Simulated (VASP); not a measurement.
# WSe2 in VASP: single point with PBE+D3(BJ)

Aim: the single point of WSe2 with PBE+D3(BJ).

Program: VASP 6.6.1. These are calculated values, not measurements. Logs are shortened: lines on timing, memory, paths and dates and some standing lists are left out, and cuts for length are marked.

### 1 The cell of the first run

The cell holds a slab with vacuum, 6 atoms: a = 3.285 Å, b = 3.285 Å, c = 24.239 Å, α = 90.00°, β = 90.00°, γ = 120.00°.

### 2 Single point, PBE+D3(BJ) (layers slid over each other, then relaxed in part)

Input file INCAR:

```
PREC = Accurate
ENCUT = 520
EDIFF = 1E-6
ISMEAR = 0
SIGMA = 0.05
LREAL = False
LASPH = True
NELM = 80
ALGO = Normal
ISIF = 2
LWAVE = False
LCHARG = False
LDIPOL = True
IDIPOL = 3
DIPOL = 0.5 0.5 0.389
GGA = PE
IVDW = 12
NBANDS = 35
```

Input file KPOINTS:

```
regular mesh
0
Gamma
  9 9 1
```

Input file POSCAR:

```
WSe2
1.0
    3.2854926209      0.0000000000      0.0000000000
   -1.6427463104      2.8453200736      0.0000000000
    0.0000000000      0.0000000000     24.2386466044
Se W
4 2
Direct
    0.3333333333      0.6666666667      0.1856539300
    0.3333333333      0.6666666667      0.3245516648
    0.3333333333      1.1666666666      0.4544369434
    0.3333333333      1.1666666666      0.5933269344
    0.6666666667      0.3333333334      0.2551447273
    0.6666666667      0.8333333334      0.5238425466
```

Potentials or basis: VASP PAW PBE potentials, release 64 (Se, W_sv).

Launch:

```sh
cat potpaw_PBE.64/Se/POTCAR potpaw_PBE.64/W_sv/POTCAR > POTCAR
mpirun -np 1 vasp_std > vasp.out
```

OUTCAR:

```text
PREC = Accurate
   ENCUT = 520
   EDIFF = 1E-6
   ISMEAR = 0
   LREAL = False
   LASPH = True
   NELM = 80
   ISIF = 2
   GGA = PE
   IVDW = 12
 IVDW          = 12

 ion  position               nearest neighbor table
   1  0.333  0.667  0.186-   5 2.54   5 2.54   5 2.54
   2  0.333  0.667  0.325-   5 2.54   5 2.54   5 2.54
   3  0.333  0.167  0.454-   6 2.54   6 2.54   6 2.54
   4  0.333  0.167  0.593-   6 2.54   6 2.54   6 2.54
   5  0.667  0.333  0.255-   2 2.54   2 2.54   2 2.54   1 2.54   1 2.54   1 2.54
   6  0.667  0.833  0.524-   3 2.54   3 2.54   3 2.54   4 2.54   4 2.54   4 2.54

  LATTYP: Found a hexagonal cell.
 ALAT       =     3.2854926209
 C/A-ratio  =     7.3774771096

  Lattice vectors:

 A1 = (   3.2854926209,   0.0000000000,   0.0000000000)
 A2 = (  -1.6427463104,   2.8453200736,   0.0000000000)
 A3 = (   0.0000000000,   0.0000000000,  24.2386466044)

Analysis of symmetry for initial positions (statically):
=====================================================================
 Subroutine PRICEL returns:
 Original cell was already a primitive cell.

 Routine SETGRP: Setting up the symmetry group for a
 hexagonal supercell.

 Subroutine GETGRP returns: Found  4 space group operations
 (whereof  2 operations were pure point group operations)
 out of a pool of 24 trial point group operations.

The static configuration has the point symmetry C_1h.
 The point group associated with its full space group is C_2v.

Analysis of symmetry for dynamics (positions and initial velocities):
=====================================================================
 Subroutine PRICEL returns:
 Original cell was already a primitive cell.

 Routine SETGRP: Setting up the symmetry group for a
 hexagonal supercell.

 Subroutine GETGRP returns: Found  4 space group operations
 (whereof  2 operations were pure point group operations)
 out of a pool of 24 trial point group operations.

The dynamic configuration has the point symmetry C_1h.
 The point group associated with its full space group is C_2v.

 Subroutine INISYM returns: Found  4 space group operations
 (whereof  2 operations are pure point group operations),
 and found     1 'primitive' translations

----------------------------------------------------------------------------------------

                                     Primitive cell

  volume of cell :     226.5896

  direct lattice vectors                    reciprocal lattice vectors
     3.285492621  0.000000000  0.000000000     0.304368360  0.175727154  0.000000000
    -1.642746310  2.845320074  0.000000000     0.000000000  0.351454309  0.000000000
     0.000000000  0.000000000 24.238646604     0.000000000  0.000000000  0.041256429

  length of vectors
     3.285492621  3.285492621 24.238646604     0.351454309  0.351454309  0.041256429

  position of ions in fractional coordinates (direct lattice)
     0.333333333  0.666666667  0.185653930
     0.333333333  0.666666667  0.324551665
     0.333333333  0.166666667  0.454436943
     0.333333333  0.166666667  0.593326934
     0.666666667  0.333333333  0.255144727
     0.666666667  0.833333333  0.523842547

  ion indices of the primitive-cell ions
   primitive index   ion index
                 1           1
                 2           2
                 3           3
                 4           4
                 5           5
                 6           6

----------------------------------------------------------------------------------------

 KPOINTS: regular mesh

Automatic generation of k-mesh.
 Grid dimensions read from file:
 generate k-points for:    9    9    1

 Generating k-lattice:

  Cartesian coordinates                     Fractional coordinates (reciprocal lattice)
     0.033818707  0.019525239  0.000000000     0.111111111  0.000000000  0.000000000
     0.000000000  0.039050479  0.000000000     0.000000000  0.111111111  0.000000000
     0.000000000  0.000000000  0.041256429     0.000000000  0.000000000  1.000000000

  Length of vectors
     0.039050479  0.039050479  0.041256429

  Shift w.r.t. Gamma in fractional coordinates (k-lattice)
     0.000000000  0.000000000  0.000000000

 Subroutine IBZKPT returns following result:
 ===========================================

 Found     25 irreducible k-points:

 Following reciprocal coordinates:
            Coordinates               Weight
  0.000000  0.000000  0.000000      1.000000
  0.111111  0.000000  0.000000      2.000000
  0.000000  0.111111  0.000000      4.000000
  0.222222  0.000000  0.000000      2.000000
  0.000000  0.222222  0.000000      4.000000
  0.333333  0.000000  0.000000      2.000000
[... 16 lines left out ...]
 -0.222222 -0.444444  0.000000      4.000000
  0.444444  0.333333  0.000000      4.000000
   k-points           NKPTS =     25   k-points in BZ     NKDIM =     25   number of bands    NBANDS=     35
   number of dos      NEDOS =    301   number of ions     NIONS =      6
   total plane-waves  NPLWV = 103680
   dimension x,y,z NGX =    24 NGY =   24 NGZ =  180
   dimension x,y,z NGXF=    48 NGYF=   48 NGZF=  360
   ions per type =               4   2
   NGX,Y,Z   is equivalent  to a cutoff of  12.14, 12.14, 12.35 a.u.
   NGXF,Y,Z  is equivalent  to a cutoff of  24.29, 24.29, 24.69 a.u.
 SYSTEM =  unknown system
   PREC   = accura    normal or accurate (medium, high low for compatibility)
   ISTART =      0    job   : 0-new  1-cont  2-samecut
   ICHARG =      2    charge: 1-file 2-atom 10-const
   ISPIN  =      1    spin polarized calculation?
   LNONCOLLINEAR =      F non collinear calculations
   LSORBIT =      F    spin-orbit coupling
   LASPH  =      T    aspherical Exc in radial PAW
   ENCUT  =  520.0 eV  38.22 Ry    6.18 a.u.   6.11  6.11 45.07*2*pi/ulx,y,z
   NELM   =     80;   NELMIN=  2; NELMDL= -5     # of ELM steps
   EDIFF  = 0.1E-05   stopping-criterion for ELM
   LREAL  =      F    real-space projection
   EDIFFG = 0.1E-04   stopping-criterion for IOM
   NSW    =      0    number of steps for IOM
   IBRION =     -1    ionic relax: 0-MD 1-quasi-New 2-CG
   NFREE  =      0    steps in history (QN), initial steepest desc. (CG)
   ISIF   =      2    stress and relaxation
   ISYM   =      2    0-nonsym 1-usesym 2-fastsym
   POTIM  = 0.5000    time-step for ionic-motion
   TEBEG  =    0.0;   TEEND  =   0.0 temperature during run
   PSTRESS=    0.0 pullay stress
   NELECT =      52.0000    total number of electrons
   NUPDOWN=      -1.0000    fix difference up-down
   EMIN   =  10.00;   EMAX   =-10.00  energy-range for DOS
   EFERMI =   0.00;   METHOD = LEGACY
   ISMEAR =     0;   SIGMA  =   0.05  broadening in eV -4-tet -1-fermi 0-gaus
   EFERMI_NEDOS =   21; number of points for ismear=-14 and -15
   IALGO  =     38    algorithm
   IMIX   =      4    mixing-type and parameters
     AMIX     =   0.40;   BMIX     =  1.00
     AMIX_MAG =   1.60;   BMIX_MAG =  1.00
  volume/ion in A,a.u.               =      37.76       254.85
  Fermi-wavevector in a.u.,A,eV,Ry     =   1.002296  1.894065 13.668373  1.004597
  Thomas-Fermi vector in A             =   2.134774
   LORBIT       =      0    0 simple, 1 ext, 2 COOP (PROOUT), +10 PAW based schemes
   GGA     = PE    functional components
   LHFCALC =     F    Hartree Fock is set to
   AEXX    =    0.0000 exact exchange contribution
   IVDW    =    12    specifies the selected vdW correction
   LEPSILON=     F    determine dielectric tensor
   LRPA    =     F    only Hartree local field effects (RPA)
 non-spin polarized calculation
 Gauss-broadening in eV      SIGMA  =   0.05
  energy-cutoff  :      520.00
  volume of cell :      226.59
 maximum number of plane-waves:      6144
   NGX = 13   NGY = 13   NGZ = 91

 dipolmoment           0.000000      0.000000     -0.000001 electrons x Angstroem

 number of electron      51.9999993 magnetization

 dipolmoment           0.000000      0.000000      0.000871 electrons x Angstroem

 Free energy of the ion-electron system (eV)
  ---------------------------------------------------
  ext. energy  EPLUGINS =         0.00000000
  ---------------------------------------------------
  free energy    TOTEN  =       -43.15451403 eV

  energy without entropy =      -43.15451403  energy(sigma->0) =      -43.15451403

 E-fermi :   1.1678     XC(G=0):  -6.2100

 val. band max:        0.9593179677   @ k =   0.0000   0.0000   0.0000
 cond. band min:       2.3956255522   @ k =   0.2222   0.1111   0.0000
 fundamental gap:      1.4363075846
 Fermi energy:         1.1677807719

 k-point     1 :       0.0000    0.0000    0.0000
  band No.  band energies     occupation
      1     -73.1790      2.00000
      2     -73.1754      2.00000
      3     -37.4265      2.00000
      4     -37.4233      2.00000
      5     -37.2917      2.00000
      6     -37.2912      2.00000
[... 27 lines left out ...]
     34       4.1004      0.00000
     35       5.2113      0.00000

 k-point     2 :       0.1111    0.0000    0.0000
  band No.  band energies     occupation
      1     -73.1778      2.00000
      2     -73.1742      2.00000
      3     -37.4213      2.00000
      4     -37.4180      2.00000
      5     -37.3190      2.00000
      6     -37.3152      2.00000
[... 27 lines left out ...]
     34       4.2238      0.00000
     35       5.6159      0.00000

 k-point     3 :       0.0000    0.1111    0.0000
  band No.  band energies     occupation
      1     -73.1778      2.00000
      2     -73.1742      2.00000
      3     -37.4213      2.00000
      4     -37.4180      2.00000
      5     -37.3194      2.00000
      6     -37.3156      2.00000
[... 27 lines left out ...]
     34       4.1458      0.00000
     35       5.6212      0.00000
[... 723 lines left out ...]
 k-point    23 :      -0.2222   -0.4444    0.0000
  band No.  band energies     occupation
      1     -73.1679      2.00000
      2     -73.1642      2.00000
      3     -37.4903      2.00000
      4     -37.4865      2.00000
      5     -37.4016      2.00000
      6     -37.3978      2.00000
[... 27 lines left out ...]
     34       5.5101      0.00000
     35       6.4061      0.00000

 k-point    24 :       0.4444    0.3333    0.0000
  band No.  band energies     occupation
      1     -73.1679      2.00000
      2     -73.1642      2.00000
      3     -37.4902      2.00000
      4     -37.4864      2.00000
      5     -37.4017      2.00000
      6     -37.3979      2.00000
[... 27 lines left out ...]
     34       5.5419      0.00000
     35       6.4076      0.00000

 [... further k-points ...]

------------------------ aborting loop because EDIFF is reached ----------------------------------------

 vacuum level on the upper side and lower side of the slab       (xc-potential included)        -0.133        -0.151

 Edisp (eV)   -2.39535

 E8    (eV) :    -1.1011

  FORCE on cell =-STRESS in cart. coord.  units (eV):
  Direction    XX          YY          ZZ          XY          YZ          ZX
  --------------------------------------------------------------------------------------
  -------------------------------------------------------------------------------------
  Total       0.03737     0.20156     0.27245    -0.14219     0.00000     0.00000
  in kB       0.26427     1.42523     1.92646    -1.00542     0.00000     0.00000
  external pressure =        1.21 kB  Pullay stress =        0.00 kB

 VOLUME and BASIS-vectors are now :
 -----------------------------------------------------------------------------
  energy-cutoff  :      520.00
  volume of cell :      226.59
      direct lattice vectors                 reciprocal lattice vectors
     3.285492621  0.000000000  0.000000000     0.304368360  0.175727154  0.000000000
    -1.642746310  2.845320074  0.000000000     0.000000000  0.351454309  0.000000000
     0.000000000  0.000000000 24.238646604     0.000000000  0.000000000  0.041256429

 POSITION                                       TOTAL-FORCE (eV/Angst)
 -----------------------------------------------------------------------------------
     -0.00000      1.89688      4.50000         0.004433      0.002559     -0.046092
     -0.00000      1.89688      7.86669        -0.003293     -0.001901      0.045618
      0.82137      0.47422     11.01494        -0.003293     -0.001901     -0.045618
      0.82137      0.47422     14.38144         0.004433      0.002559      0.046092
      1.64275      0.94844      6.18436        -0.001141     -0.000659     -0.001352
      0.82137      2.37110     12.69723        -0.001141     -0.000659      0.001352
 -----------------------------------------------------------------------------------
    total drift:                                0.000225      0.000130      0.098130

  FREE ENERGIE OF THE ION-ELECTRON SYSTEM (eV)
  ---------------------------------------------------
  free  energy   TOTEN  =       -45.5498664786 eV

  energy  without entropy=      -45.5498664786  energy(sigma->0) =      -45.54986648

 vacuum level on the upper side and lower side of the slab         5.823         5.805
```

Run time: 7.2 min. Hardware: 1 thread of Intel Xeon 8259CL, shared host; peak memory 0.39 GiB.

Results:

| Property | Result |
| --- | --- |
| Free energy | -45.5499 eV |
| Largest force | 0.046 eV/Å |
| Band gap on the k mesh | 1.44 eV (least direct gap 1.65 eV) |
| Dispersion energy per atom | -0.399 eV |

Forces on the atoms (eV/Å):
```
Se   0.004  0.003 -0.046
Se  -0.003 -0.002  0.046
Se  -0.003 -0.002 -0.046
Se   0.004  0.003  0.046
W   -0.001 -0.001 -0.001
W   -0.001 -0.001  0.001
```

Levels at points of the mesh, in eV from the valence-band top:
| k point | band 24 | band 25 | band 26 | band 27 | band 28 | band 29 |
| --- | --- | --- | --- | --- | --- | --- |
| (0.00, 0.00, 0.00) | -1.26 | -0.70 | 0.00 | 2.78 | 2.85 | 2.90 |

Caveat: the cell differs from its parent crystal (layers slid over each other, then relaxed in part); spin-orbit coupling is left out, which moves the levels of the heavy elements.
